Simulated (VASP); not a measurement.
# Bi2Te3 in VASP: single point with PBE+D3(BJ)

Aim: the single point of Bi2Te3 with PBE+D3(BJ).

All numbers are computed with VASP 6.6.1; they aren't measurements. Logs are shortened: lines on timing, memory, paths and dates and some standing lists are left out, and cuts for length are marked.

### Step 1. The cell of the first run

The cell holds a slab with vacuum, 10 atoms: a = 4.350 Å, b = 4.350 Å, c = 62.898 Å, α = 90.00°, β = 90.00°, γ = 120.00°.

### Step 2. Single point, PBE+D3(BJ)

Input file INCAR:

```
SYSTEM = Bi2Te3
  PREC = Accurate
  ENCUT = 520
  EDIFF = 1E-7
  ISMEAR = 0
  SIGMA = 0.02
  LREAL = .False.
  LASPH = .True.
  NELM = 80
  ALGO = Normal
  ISIF = 2
  LWAVE = .False.
  LCHARG = .True.
  LDIPOL = .True.
  IDIPOL = 3
  DIPOL = 0.5 0.5 0.500
  GGA = PE
  IVDW = 12
  LVHAR = .True.
  LVACPOTAV = .True.
  NBANDS = 59
  KPAR = 2
```

Input file KPOINTS:

```
regular mesh
0
Gamma
  6 6 1
  0 0 0
```

Input file POSCAR:

```
Bi2Te3
1.0
    4.3497383004      0.0000000000      0.0000000000
   -2.1748691502      3.7669838679      0.0000000000
    0.0000000000      0.0000000000     62.8978156146
Te Bi
6 4
Direct
    0.0000000000      0.0000000000      0.3497316205
    0.6666666667      0.3333333333      0.4099175170
    0.3333333333      0.6666666667      0.4700942514
    0.3333333333      0.6666666667      0.5299058046
    0.6666666667      0.3333333333      0.5900822097
    0.0000000000      0.0000000000      0.6502682485
    0.3333333333      0.6666666667      0.3774198534
    0.0000000000      0.0000000000      0.4422835801
    0.0000000000      0.0000000000      0.5577166989
    0.3333333333      0.6666666667      0.6225802158
```

Potentials or basis: VASP PAW PBE potentials, release 64 (Te, Bi_d).

Run with:

```sh
cat potpaw_PBE.64/Te/POTCAR potpaw_PBE.64/Bi_d/POTCAR > POTCAR
mpirun -np 2 vasp_std > vasp.out
```

OUTCAR:

```text
SYSTEM = Bi2Te3
   PREC = Accurate
   ENCUT = 520
   EDIFF = 1E-7
   ISMEAR = 0
   LREAL = .False.
   LASPH = .True.
   NELM = 80
   ISIF = 2
   GGA = PE
   IVDW = 12
 IVDW          = 12

 ion  position               nearest neighbor table
   1  0.000  0.000  0.350-   7 3.06   7 3.06   7 3.06
   2  0.667  0.333  0.410-   8 3.23   8 3.23   8 3.23   7 3.24   7 3.24   7 3.24
   3  0.333  0.667  0.470-   8 3.06   8 3.06   8 3.06
   4  0.333  0.667  0.530-   9 3.06   9 3.06   9 3.06
   5  0.667  0.333  0.590-   9 3.23   9 3.23   9 3.23  10 3.24  10 3.24  10 3.24
   6  0.000  0.000  0.650-  10 3.06  10 3.06  10 3.06
   7  0.333  0.667  0.377-   1 3.06   1 3.06   1 3.06   2 3.24   2 3.24   2 3.24
   8  0.000  0.000  0.442-   3 3.06   3 3.06   3 3.06   2 3.23   2 3.23   2 3.23
   9  0.000  0.000  0.558-   4 3.06   4 3.06   4 3.06   5 3.23   5 3.23   5 3.23
  10  0.333  0.667  0.623-   6 3.06   6 3.06   6 3.06   5 3.24   5 3.24   5 3.24

  LATTYP: Found a hexagonal cell.
 ALAT       =     4.3497383004
 C/A-ratio  =    14.4601378912

  Lattice vectors:

 A1 = (   4.3497383004,   0.0000000000,   0.0000000000)
 A2 = (  -2.1748691502,   3.7669838679,   0.0000000000)
 A3 = (   0.0000000000,   0.0000000000,  62.8978156146)

Analysis of symmetry for initial positions (statically):
=====================================================================
 Subroutine PRICEL returns:
 Original cell was already a primitive cell.

 Routine SETGRP: Setting up the symmetry group for a
 hexagonal supercell.

 Subroutine GETGRP returns: Found 12 space group operations
 (whereof 12 operations were pure point group operations)
 out of a pool of 24 trial point group operations.

The static configuration has the point symmetry D_3h.

Analysis of symmetry for dynamics (positions and initial velocities):
=====================================================================
 Subroutine PRICEL returns:
 Original cell was already a primitive cell.

 Routine SETGRP: Setting up the symmetry group for a
 hexagonal supercell.

 Subroutine GETGRP returns: Found 12 space group operations
 (whereof 12 operations were pure point group operations)
 out of a pool of 24 trial point group operations.

The dynamic configuration has the point symmetry D_3h.

 Subroutine INISYM returns: Found 12 space group operations
 (whereof 12 operations are pure point group operations),
 and found     1 'primitive' translations

----------------------------------------------------------------------------------------

                                     Primitive cell

  volume of cell :    1030.6055

  direct lattice vectors                    reciprocal lattice vectors
     4.349738300  0.000000000  0.000000000     0.229898888  0.132732185  0.000000000
    -2.174869150  3.766983868  0.000000000     0.000000000  0.265464370  0.000000000
     0.000000000  0.000000000 62.897815615     0.000000000  0.000000000  0.015898803

  length of vectors
     4.349738300  4.349738300 62.897815615     0.265464370  0.265464370  0.015898803

  position of ions in fractional coordinates (direct lattice)
     0.000000000  0.000000000  0.349731621
     0.666666667  0.333333333  0.409917517
     0.333333333  0.666666667  0.470094251
     0.333333333  0.666666667  0.529905805
     0.666666667  0.333333333  0.590082210
     0.000000000  0.000000000  0.650268248
     0.333333333  0.666666667  0.377419853
     0.000000000  0.000000000  0.442283580
     0.000000000  0.000000000  0.557716699
     0.333333333  0.666666667  0.622580216

  ion indices of the primitive-cell ions
   primitive index   ion index
                 1           1
                 2           2
                 3           3
                 4           4
                 5           5
                 6           6
                 7           7
                 8           8
                 9           9
                10          10

----------------------------------------------------------------------------------------

 KPOINTS: regular mesh

Automatic generation of k-mesh.
 Grid dimensions read from file:
 generate k-points for:    6    6    1

 Generating k-lattice:

  Cartesian coordinates                     Fractional coordinates (reciprocal lattice)
     0.038316481  0.022122031  0.000000000     0.166666667 -0.000000000  0.000000000
     0.000000000  0.044244062  0.000000000     0.000000000  0.166666667  0.000000000
     0.000000000  0.000000000  0.015898803     0.000000000  0.000000000  1.000000000

  Length of vectors
     0.044244062  0.044244062  0.015898803

  Shift w.r.t. Gamma in fractional coordinates (k-lattice)
     0.000000000  0.000000000  0.000000000

 Subroutine IBZKPT returns following result:
 ===========================================

 Found      7 irreducible k-points:

 Following reciprocal coordinates:
            Coordinates               Weight
  0.000000  0.000000  0.000000      1.000000
  0.166667  0.000000  0.000000      6.000000
  0.333333  0.000000  0.000000      6.000000
  0.500000  0.000000  0.000000      3.000000
  0.166667  0.166667  0.000000      6.000000
  0.333333  0.166667  0.000000     12.000000
  0.333333  0.333333  0.000000      2.000000
   k-points           NKPTS =      7   k-points in BZ     NKDIM =      7   number of bands    NBANDS=     59
   number of dos      NEDOS =    301   number of ions     NIONS =     10
   total plane-waves  NPLWV = 491520
   dimension x,y,z NGX =    32 NGY =   32 NGZ =  480
   dimension x,y,z NGXF=    64 NGYF=   64 NGZF=  960
   ions per type =               6   4
   NGX,Y,Z   is equivalent  to a cutoff of  12.23, 12.23, 12.69 a.u.
   NGXF,Y,Z  is equivalent  to a cutoff of  24.46, 24.46, 25.37 a.u.
 SYSTEM =  Bi2Te3
   PREC   = accura    normal or accurate (medium, high low for compatibility)
   ISTART =      0    job   : 0-new  1-cont  2-samecut
   ICHARG =      2    charge: 1-file 2-atom 10-const
   ISPIN  =      1    spin polarized calculation?
   LNONCOLLINEAR =      F non collinear calculations
   LSORBIT =      F    spin-orbit coupling
   LASPH  =      T    aspherical Exc in radial PAW
   ENCUT  =  520.0 eV  38.22 Ry    6.18 a.u.   8.09  8.09116.95*2*pi/ulx,y,z
   NELM   =     80;   NELMIN=  2; NELMDL= -5     # of ELM steps
   EDIFF  = 0.1E-06   stopping-criterion for ELM
   LREAL  =      F    real-space projection
   EDIFFG = 0.1E-05   stopping-criterion for IOM
   NSW    =      0    number of steps for IOM
   IBRION =     -1    ionic relax: 0-MD 1-quasi-New 2-CG
   NFREE  =      0    steps in history (QN), initial steepest desc. (CG)
   ISIF   =      2    stress and relaxation
   ISYM   =      2    0-nonsym 1-usesym 2-fastsym
   POTIM  = 0.5000    time-step for ionic-motion
   TEBEG  =    0.0;   TEEND  =   0.0 temperature during run
   PSTRESS=    0.0 pullay stress
   NELECT =      96.0000    total number of electrons
   NUPDOWN=      -1.0000    fix difference up-down
   EMIN   =  10.00;   EMAX   =-10.00  energy-range for DOS
   EFERMI =   0.00;   METHOD = LEGACY
   ISMEAR =     0;   SIGMA  =   0.02  broadening in eV -4-tet -1-fermi 0-gaus
   EFERMI_NEDOS =   21; number of points for ismear=-14 and -15
   IALGO  =     38    algorithm
   IMIX   =      4    mixing-type and parameters
     AMIX     =   0.40;   BMIX     =  1.00
     AMIX_MAG =   1.60;   BMIX_MAG =  1.00
  volume/ion in A,a.u.               =     103.06       695.49
  Fermi-wavevector in a.u.,A,eV,Ry     =   0.742109  1.402383  7.493081  0.550726
  Thomas-Fermi vector in A             =   1.836910
   LORBIT       =      0    0 simple, 1 ext, 2 COOP (PROOUT), +10 PAW based schemes
   GGA     = PE    functional components
   LHFCALC =     F    Hartree Fock is set to
   AEXX    =    0.0000 exact exchange contribution
   IVDW    =    12    specifies the selected vdW correction
   LEPSILON=     F    determine dielectric tensor
   LRPA    =     F    only Hartree local field effects (RPA)
 non-spin polarized calculation
 Gauss-broadening in eV      SIGMA  =   0.02
  energy-cutoff  :      520.00
  volume of cell :     1030.61
 maximum number of plane-waves:     27822
   NGX = 17   NGY = 17   NGZ =233

 dipolmoment           0.000000      0.000000      0.000000 electrons x Angstroem

 number of electron      96.0000011 magnetization

 dipolmoment           0.000000      0.000000     -0.000043 electrons x Angstroem

 Free energy of the ion-electron system (eV)
  ---------------------------------------------------
  ext. energy  EPLUGINS =         0.00000000
  ---------------------------------------------------
  free energy    TOTEN  =       -36.61252656 eV

  energy without entropy =      -36.61252656  energy(sigma->0) =      -36.61252656

 E-fermi :  -1.4022     XC(G=0):  -3.3204

 val. band max:       -1.5623966410   @ k =   0.1667   0.0000   0.0000
 cond. band min:      -0.7327994829   @ k =   0.0000   0.0000   0.0000
 fundamental gap:      0.8295971581
 Fermi energy:        -1.4022181410

 k-point     1 :       0.0000    0.0000    0.0000
  band No.  band energies     occupation
      1     -24.4224      2.00000
      2     -24.4224      2.00000
      3     -24.4215      2.00000
      4     -24.4215      2.00000
      5     -24.4123      2.00000
      6     -24.4113      2.00000
[... 51 lines left out ...]
     58       0.7739      0.00000
     59       0.8257      0.00000

 k-point     2 :       0.1667    0.0000    0.0000
  band No.  band energies     occupation
      1     -24.4244      2.00000
      2     -24.4235      2.00000
      3     -24.4193      2.00000
      4     -24.4184      2.00000
      5     -24.4127      2.00000
      6     -24.4117      2.00000
[... 299 lines left out ...]
     58       2.4312      0.00000
     59       2.5617      0.00000

 k-point     7 :       0.3333    0.3333    0.0000
  band No.  band energies     occupation
      1     -24.4250      2.00000
      2     -24.4241      2.00000
      3     -24.4213      2.00000
      4     -24.4204      2.00000
      5     -24.4142      2.00000
      6     -24.4131      2.00000
[... 51 lines left out ...]
     58       2.6106      0.00000
     59       2.8182      0.00000

------------------------ aborting loop because EDIFF is reached ----------------------------------------

 vacuum level on the upper side and lower side of the slab       (xc-potential included)        -0.095        -0.095

 Edisp (eV)   -3.82514

 E8    (eV) :    -1.8485

  FORCE on cell =-STRESS in cart. coord.  units (eV):
  Direction    XX          YY          ZZ          XY          YZ          ZX
  --------------------------------------------------------------------------------------
  -------------------------------------------------------------------------------------
  Total      -0.10941    -0.10941     0.09876     0.00000    -0.00000     0.00000
  in kB      -0.17008    -0.17008     0.15353     0.00000    -0.00000     0.00000
  external pressure =       -0.06 kB  Pullay stress =        0.00 kB

 VOLUME and BASIS-vectors are now :
 -----------------------------------------------------------------------------
  energy-cutoff  :      520.00
  volume of cell :     1030.61
      direct lattice vectors                 reciprocal lattice vectors
     4.349738300  0.000000000  0.000000000     0.229898888  0.132732185  0.000000000
    -2.174869150  3.766983868  0.000000000     0.000000000  0.265464370  0.000000000
     0.000000000  0.000000000 62.897815615     0.000000000  0.000000000  0.015898803

 POSITION                                       TOTAL-FORCE (eV/Angst)
 -----------------------------------------------------------------------------------
      0.00000      0.00000     21.99735        -0.000000     -0.000000     -0.013405
      2.17487      1.25566     25.78292         0.000000     -0.000000     -0.001758
     -0.00000      2.51132     29.56790         0.000000     -0.000000      0.013584
     -0.00000      2.51132     33.32992         0.000000     -0.000000     -0.013584
      2.17487      1.25566     37.11488         0.000000     -0.000000      0.001758
      0.00000      0.00000     40.90045         0.000000     -0.000000      0.013405
     -0.00000      2.51132     23.73888        -0.000000      0.000000      0.010397
      0.00000      0.00000     27.81867         0.000000      0.000000     -0.014581
      0.00000      0.00000     35.07916         0.000000     -0.000000      0.014581
     -0.00000      2.51132     39.15894        -0.000000     -0.000000     -0.010397
 -----------------------------------------------------------------------------------
    total drift:                                0.000001     -0.000000     -0.021215

  FREE ENERGIE OF THE ION-ELECTRON SYSTEM (eV)
  ---------------------------------------------------
  free  energy   TOTEN  =       -40.4376674856 eV

  energy  without entropy=      -40.4376674856  energy(sigma->0) =      -40.43766749

 vacuum level on the upper side and lower side of the slab         3.607         3.608
```

It took 12 min on 2 MPI ranks of AMD EPYC 7R43 (Zen 3), shared host; peak memory 1.1 GiB.

Results:

| Item | Value |
| --- | --- |
| Free energy | -40.4377 eV |
| Largest force | 0.015 eV/Å |
| Band gap on the k mesh | 0.83 eV (least direct gap 0.95 eV) |
| Dispersion energy per atom | -0.383 eV |
| Ionisation potential of the upper face | 5.17 eV |

Forces on the atoms (eV/Å):
```
Te   0.000  0.000 -0.013
Te   0.000  0.000 -0.002
Te   0.000  0.000  0.014
Te   0.000  0.000 -0.014
Te   0.000  0.000  0.002
Te   0.000  0.000  0.013
Bi   0.000  0.000  0.010
Bi   0.000  0.000 -0.015
Bi   0.000  0.000  0.015
Bi   0.000  0.000 -0.010
```

Levels at points of the mesh, in eV from the valence-band top:
```tsv
k point	band 45	band 46	band 47	band 48	band 49	band 50	band 51	band 52
(0.00, 0.00, 0.00)	-0.52	-0.47	-0.47	-0.12	0.83	0.90	1.37	1.37
(0.50, 0.00, 0.00)	-1.05	-0.77	-0.71	-0.61	1.24	1.43	1.77	1.97
```

Caveat: spin-orbit coupling is left out, which moves the levels of the heavy elements.
